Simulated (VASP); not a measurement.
La2O3, 5 atoms in the cell. The structure is trigonal, space group P-3m1 (No. 164). The conventional cell has a = 3.935 Å, b = 3.935 Å, c = 6.126 Å, α = 90.00°, β = 90.00°, γ = 120.00°. Within 3.1 Å of La (site symmetry 3m) lie 7 O at 2.37 to 2.73 Å. Within 3.1 Å of O (site symmetry 3m) lie 4 La at 2.37 to 2.45 Å and 3 O at 2.89 Å. O (site symmetry -3m) has 6 La at 2.73 Å and 6 O at 3.14 Å within 3.6 Å. 

```yaml
Program: VASP 6.6.1
Task: single point
Functional: r2SCAN
Potentials_or_basis: VASP PAW PBE potentials, release 64 (La, O)
Cutoff: 520 eV
k_mesh: 6 × 6 × 4
Occupations: fermi-dirac, width 0.02 eV
Spin: no spin polarisation
Dipole_correction: no
Further_INCAR_settings: ALGO = Normal; EDIFF = 1e-07; NBANDS = 28
```

Potentials or basis: VASP PAW PBE potentials, release 64 (La, O).

Run with:

```bash
$ cat potpaw_PBE.64/La/POTCAR potpaw_PBE.64/O/POTCAR > POTCAR
$ cp INCAR.step1 INCAR
$ mpirun -np 1 vasp_std > vasp.out
$ cp INCAR.step2 INCAR
$ mpirun -np 1 vasp_std > vasp.out
```

Hardware: 1 thread of Intel(R) Xeon(R) 6975P-C (Granite Rapids), with other jobs on the host.

Task: How long does it take, and how much memory?

Result: Wall time 4 min on 1 thread of Intel(R) Xeon(R) 6975P-C (Granite Rapids), with other jobs on the host, peak memory 0.24 GiB. Counts: k points 24.
